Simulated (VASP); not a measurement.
# Ge (Pm-3n) in VASP: notebook

The runs below take Ge through single point, relaxation of cell and atoms, with PBE.

All numbers are computed with VASP 6.6.1; they aren't measurements. Logs are shortened: lines on timing, memory, paths and dates and some standing lists are left out, and cuts for length are marked.

**1. The cell of the first run**

It takes space group Pm-3n (No. 223, cubic). The conventional cell has a = 5.423 Å, b = 5.423 Å, c = 5.423 Å, α = 90.00°, β = 90.00°, γ = 90.00°. Ge (site symmetry m-3) has 12 Ge at 3.03 Å within 4.0 Å. Ge (site symmetry -4m2) has 14 Ge at 2.71 to 3.32 Å within 3.6 Å.

**2. Single point, PBE**

Input file INCAR:

```
PREC = Accurate
ENCUT = 520
EDIFF = 1E-6
ISMEAR = -1
SIGMA = 0.1
LREAL = False
LASPH = True
NELM = 80
ALGO = Normal
ISIF = 2
LWAVE = False
LCHARG = True
GGA = PE
LELF = True
LVHAR = True
NBANDS = 66
```

Input file KPOINTS:

```
regular mesh
0
Gamma
  5 5 5
```

Input file POSCAR:

```
Ge
1.0
    5.4225484584      0.0000000000      0.0000000000
    0.0000000000      5.4225484584      0.0000000000
    0.0000000000      0.0000000000      5.4225484584
Ge
8
Direct
    1.0000000000      1.0000000000      0.0000000000
    0.5000000000      0.5000000000      0.5000000000
    0.2500000000      0.0000000000      0.5000000000
    0.7500000000      0.0000000000      0.5000000000
    0.5000000000      0.2500000000      0.0000000000
    0.5000000000      0.7500000000      1.0000000000
    0.0000000000      0.5000000000      0.2500000000
    0.0000000000      0.5000000000      0.7500000000
```

Potentials or basis: VASP PAW PBE potentials, release 64 (Ge_d).

Started as:

```bash
$ cat potpaw_PBE.64/Ge_d/POTCAR > POTCAR
$ mpirun -np 1 vasp_std > vasp.out
```

OUTCAR:

```text
PREC = Accurate
   ENCUT = 520
   EDIFF = 1E-6
   ISMEAR = -1
   LREAL = False
   LASPH = True
   NELM = 80
   ISIF = 2
   GGA = PE

 ion  position               nearest neighbor table
   1  0.000  0.000  0.000-
   2  0.500  0.500  0.500-
   3  0.250  0.000  0.500-   4 2.71   4 2.71
   4  0.750  0.000  0.500-   3 2.71   3 2.71
   5  0.500  0.250  0.000-   6 2.71   6 2.71
   6  0.500  0.750  0.000-   5 2.71   5 2.71
   7  0.000  0.500  0.250-   8 2.71   8 2.71
   8  0.000  0.500  0.750-   7 2.71   7 2.71

  LATTYP: Found a simple cubic cell.
 ALAT       =     5.4225484584

  Lattice vectors:

 A1 = (   5.4225484584,   0.0000000000,   0.0000000000)
 A2 = (   0.0000000000,   5.4225484584,   0.0000000000)
 A3 = (   0.0000000000,   0.0000000000,   5.4225484584)

Analysis of symmetry for initial positions (statically):
=====================================================================
 Subroutine PRICEL returns:
 Original cell was already a primitive cell.

 Routine SETGRP: Setting up the symmetry group for a
 simple cubic supercell.

 Subroutine GETGRP returns: Found 48 space group operations
 (whereof 24 operations were pure point group operations)
 out of a pool of 48 trial point group operations.

The static configuration has the point symmetry T_h .
 The point group associated with its full space group is O_h .

Analysis of symmetry for dynamics (positions and initial velocities):
=====================================================================
 Subroutine PRICEL returns:
 Original cell was already a primitive cell.

 Routine SETGRP: Setting up the symmetry group for a
 simple cubic supercell.

 Subroutine GETGRP returns: Found 48 space group operations
 (whereof 24 operations were pure point group operations)
 out of a pool of 48 trial point group operations.

The dynamic configuration has the point symmetry T_h .
 The point group associated with its full space group is O_h .

 Subroutine INISYM returns: Found 48 space group operations
 (whereof 24 operations are pure point group operations),
 and found     1 'primitive' translations

----------------------------------------------------------------------------------------

[... 88 lines left out ...]
   NELM   =     80;   NELMIN=  2; NELMDL= -5     # of ELM steps
   EDIFF  = 0.1E-05   stopping-criterion for ELM
   LREAL  =      F    real-space projection
   EDIFFG = 0.1E-04   stopping-criterion for IOM
   NSW    =      0    number of steps for IOM
   IBRION =     -1    ionic relax: 0-MD 1-quasi-New 2-CG
   NFREE  =      0    steps in history (QN), initial steepest desc. (CG)
   ISIF   =      2    stress and relaxation
   ISYM   =      2    0-nonsym 1-usesym 2-fastsym
   POTIM  = 0.5000    time-step for ionic-motion
   TEBEG  =    0.0;   TEEND  =   0.0 temperature during run
   PSTRESS=    0.0 pullay stress
   NELECT =     112.0000    total number of electrons
   NUPDOWN=      -1.0000    fix difference up-down
   EMIN   =  10.00;   EMAX   =-10.00  energy-range for DOS
   EFERMI =   0.00;   METHOD = LEGACY
   ISMEAR =    -1;   SIGMA  =   0.10  broadening in eV -4-tet -1-fermi 0-gaus
   EFERMI_NEDOS =   21; number of points for ismear=-14 and -15
   IALGO  =     38    algorithm
   IMIX   =      4    mixing-type and parameters
     AMIX     =   0.40;   BMIX     =  1.00
     AMIX_MAG =   1.60;   BMIX_MAG =  1.00
  volume/ion in A,a.u.               =      19.93       134.50
  Fermi-wavevector in a.u.,A,eV,Ry     =   1.455272  2.750065 28.814629  2.117816
  Thomas-Fermi vector in A             =   2.572326
   LORBIT       =      0    0 simple, 1 ext, 2 COOP (PROOUT), +10 PAW based schemes
   GGA     = PE    functional components
   LHFCALC =     F    Hartree Fock is set to
   AEXX    =    0.0000 exact exchange contribution
   IVDW    =     0    specifies the selected vdW correction
   LEPSILON=     F    determine dielectric tensor
   LRPA    =     F    only Hartree local field effects (RPA)
 non-spin polarized calculation
  energy-cutoff  :      520.00
  volume of cell :      159.44
 maximum number of plane-waves:      4337
   NGX = 21   NGY = 21   NGZ = 21

 number of electron     111.9999756 magnetization

 Free energy of the ion-electron system (eV)
  ---------------------------------------------------
  ext. energy  EPLUGINS =         0.00000000
  ---------------------------------------------------
  free energy    TOTEN  =       -33.28098032 eV

  energy without entropy =      -33.13457299  energy(sigma->0) =      -33.20777665

 E-fermi :   6.2222     XC(G=0): -11.0165

 val. band max:        6.1535240083   @ k =   0.4000   0.4000   0.2000
 cond. band min:       6.2662898283   @ k =   0.4000   0.2000   0.2000
 fundamental gap:      0.1127658201
 Fermi energy:         6.2222215562

 k-point     1 :       0.0000    0.0000    0.0000
  band No.  band energies     occupation
      1     -18.5957      2.00000
      2     -18.5911      2.00000
      3     -18.5911      2.00000
      4     -18.5358      2.00000
      5     -18.5358      2.00000
      6     -18.5358      2.00000
[... 679 lines left out ...]
     65       9.3122      0.00000
     66       9.3261      0.00000

------------------------ aborting loop because EDIFF is reached ----------------------------------------

  FORCE on cell =-STRESS in cart. coord.  units (eV):
  Direction    XX          YY          ZZ          XY          YZ          ZX
  --------------------------------------------------------------------------------------
  -------------------------------------------------------------------------------------
  Total        0.0344379      0.0344379      0.0344379      0.0000000     -0.0000000      0.0000000
  in kB        0.3460483      0.3460483      0.3460483      0.0000000     -0.0000000      0.0000000
  external PRESSURE =       0.3460483 kB  Pullay stress =       0.0000000 kB

 VOLUME and BASIS-vectors are now :
 -----------------------------------------------------------------------------
  energy-cutoff  :      520.00
  volume of cell :      159.44
      direct lattice vectors                 reciprocal lattice vectors
     5.422548458  0.000000000  0.000000000     0.184415134  0.000000000  0.000000000
     0.000000000  5.422548458  0.000000000     0.000000000  0.184415134  0.000000000
     0.000000000  0.000000000  5.422548458     0.000000000  0.000000000  0.184415134

 POSITION                                       TOTAL-FORCE (eV/Angst)
 -----------------------------------------------------------------------------------
      0.00000      0.00000      0.00000         0.000000     -0.000000      0.000000
      2.71127      2.71127      2.71127         0.000000     -0.000000      0.000000
      1.35564      0.00000      2.71127         0.000000     -0.000000     -0.000000
      4.06691      0.00000      2.71127        -0.000000     -0.000000      0.000000
      2.71127      1.35564      0.00000        -0.000000     -0.000000     -0.000000
      2.71127      4.06691      0.00000        -0.000000      0.000000     -0.000000
      0.00000      2.71127      1.35564         0.000000      0.000000      0.000000
      0.00000      2.71127      4.06691         0.000000      0.000000     -0.000000
 -----------------------------------------------------------------------------------
    total drift:                               -0.000000     -0.000000     -0.000000

  FREE ENERGIE OF THE ION-ELECTRON SYSTEM (eV)
  ---------------------------------------------------
  free  energy   TOTEN  =       -33.2809803175 eV

  energy  without entropy=      -33.1345729851  energy(sigma->0) =      -33.20777665
```

stdout:

```text
POSCAR found type information on POSCAR Ge
 POSCAR found :  1 types and       8 ions
 scaLAPACK will be used
 LDA part: xc-table for (Slater+PW92), standard interpolation
 POSCAR, INCAR and KPOINTS ok, starting setup
 FFT: planning ... GRIDC
 FFT: planning ... GRID_SOFT
 FFT: planning ... GRID
 WAVECAR not read
 entering main loop
```

It took 6.1 min on 1 thread of Intel Xeon 8259CL, shared host; peak memory 0.27 GiB.

What came out:

```yaml
Free_energy: -33.2810 eV
Pressure: 0.0 GPa
Band_gap_on_the_k_mesh: zero (bands 56 and 57 overlap by 1.84 eV)
```

**3. Single point, PBE**

Input file INCAR:

```
PREC = Accurate ; ENCUT = 520
EDIFF = 1E-6 ; ISMEAR = -1
SIGMA = 0.1 ; LREAL = False
LASPH = True ; NELM = 100
ALGO = Normal ; ISIF = 2
LWAVE = False ; LCHARG = False
GGA = PE ; NBANDS = 66
```

Input file KPOINTS:

```
regular mesh
0
Gamma
  6 6 6
```

POSCAR is that of step 2.

Potentials or basis: VASP PAW PBE potentials, release 64 (Ge_d).

Started as:

```bash
$ cat potpaw_PBE.64/Ge_d/POTCAR > POTCAR
$ mpirun -np 1 vasp_std > vasp.out
```

Run time: 9.7 min. Hardware: 1 thread of Intel Xeon 8259CL, shared host; peak memory 0.31 GiB.

Results (log left out):

| Quantity | Value |
| --- | --- |
| Free energy | -33.1300 eV |
| Pressure | -0.3 GPa |
| Band gap on the k mesh | zero (bands 56 and 57 overlap by 1.79 eV) |

Levels at points of the mesh, in eV from the Fermi level:
| k point | band 53 | band 54 | band 55 | band 56 | band 57 | band 58 | band 59 | band 60 |
| --- | --- | --- | --- | --- | --- | --- | --- | --- |
| (0.00, 0.00, 0.00) | -3.06 | -1.75 | -1.75 | -1.75 | -0.43 | -0.43 | -0.43 | -0.14 |
| (0.50, 0.00, 0.00) | -1.87 | -1.87 | -0.73 | -0.73 | 0.11 | 0.11 | 0.72 | 0.72 |
| (0.50, 0.50, 0.00) | -0.50 | -0.41 | 0.27 | 0.27 | 0.39 | 0.39 | 1.11 | 1.40 |
| (0.50, 0.50, 0.50) | 0.09 | 0.09 | 0.64 | 0.64 | 1.90 | 1.90 | 1.90 | 1.90 |

**4. Relaxation of cell and atoms, PBE**

This run uses another cell than the first one, of 19.24 Å³/atom.

Input file INCAR:

```
SYSTEM = Ge
  ALGO = Normal
  EDIFF = 1E-6
  EDIFFG = -0.01
  ENCUT = 600
  GGA = PE
  IBRION = 2
  ISIF = 3
  ISMEAR = -1
  LASPH = .TRUE.
  LCHARG = .FALSE.
  LREAL = .FALSE.
  LWAVE = .FALSE.
  NELM = 80
  NSW = 80
  PREC = Accurate
  SIGMA = 0.1
```

Input file KPOINTS:

```
k-points
0
G
  5 5 5
  0 0 0
```

Input file POSCAR:

```
Ge
1.0
    5.3590374343      0.0000000000      0.0000000000
    0.0000000000      5.3590374343      0.0000000000
    0.0000000000      0.0000000000      5.3590374343
Ge
8
Direct
    0.0000000000      0.0000000000      0.0000000000
    0.5000000000      0.5000000000      0.5000000000
    0.2500000000      0.0000000000      0.5000000000
    0.7500000000      0.0000000000      0.5000000000
    0.5000000000      0.2500000000      0.0000000000
    0.5000000000      0.7500000000      0.0000000000
    0.0000000000      0.5000000000      0.2500000000
    0.0000000000      0.5000000000      0.7500000000
```

Started as:

```bash
$ cat potpaw_PBE.64/Ge_d/POTCAR > POTCAR
$ mpirun -np 1 vasp_std > vasp.out
```

Run time: 19 min. Hardware: 1 thread of Intel Xeon 8259CL, shared host; peak memory 0.37 GiB.

It converged, with:

```yaml
Free_energy: -33.2810 eV
Relaxed_volume: 19.97 Å³/atom
Relaxed_cell: a = 5.426 Å, b = 5.426 Å, c = 5.426 Å, α = 90.00°, β = 90.00°, γ = 90.00°
Space_group_after_relaxing_to_0.1_Å: Pm-3n (No. 223)
Energy_gained_by_relaxing: 5.2 meV/atom
Ionic_steps: 3
Pressure_after_relaxing: -0.1 GPa
Band_gap_on_the_k_mesh: zero (bands 56 and 57 overlap by 1.83 eV)
```

The path:
| step | energy change (eV) | largest force (eV/Å) | pressure (GPa) | volume (Å³) |
| --- | --- | --- | --- | --- |
| 1 | 0.0000 | 0.0000 | 2.48 | 153.91 |
| 2 | -0.0406 | 0.0000 | -0.28 | 160.64 |
| 3 | -0.0419 | 0.0000 | -0.06 | 159.73 |

Final structure:
```
CELL_PARAMETERS angstrom
5.42581 0.00000 0.00000
0.00000 5.42581 0.00000
0.00000 0.00000 5.42581
ATOMIC_POSITIONS crystal
Ge 0.00000 0.00000 0.00000
Ge 0.50000 0.50000 0.50000
Ge 0.25000 0.00000 0.50000
Ge 0.75000 0.00000 0.50000
Ge 0.50000 0.25000 0.00000
Ge 0.50000 0.75000 0.00000
Ge 0.00000 0.50000 0.25000
Ge 0.00000 0.50000 0.75000
```

Levels at points of the mesh, in eV from the Fermi level:
| k point | band 53 | band 54 | band 55 | band 56 | band 57 | band 58 | band 59 | band 60 |
| --- | --- | --- | --- | --- | --- | --- | --- | --- |
| (0.00, 0.00, 0.00) | -3.03 | -1.71 | -1.71 | -1.71 | -0.40 | -0.40 | -0.40 | -0.11 |

**5. The runs side by side**

```tsv
task	cell	k mesh	cutoff (eV)	gap on the mesh (eV)	pressure (GPa)
single point	a = 5.423 Å, 8 atoms	5 × 5 × 5	520	none	0.0
single point	a = 5.423 Å, 8 atoms	6 × 6 × 6	520	none	-0.3
relaxation of cell and atoms	relaxed from a = 5.359 Å, 8 atoms	5 × 5 × 5	600	none	-0.1
```

Alike in all rows: level PBE; potentials or basis VASP PAW PBE potentials, release 64 (Ge_d); no spin polarisation; smearing fermi-dirac 0.1 eV.

Total energies depend on the potentials used, so only differences within one code and one set of settings carry meaning.

The gap in the log of VASP goes by the Fermi energy; the results here count the filled bands.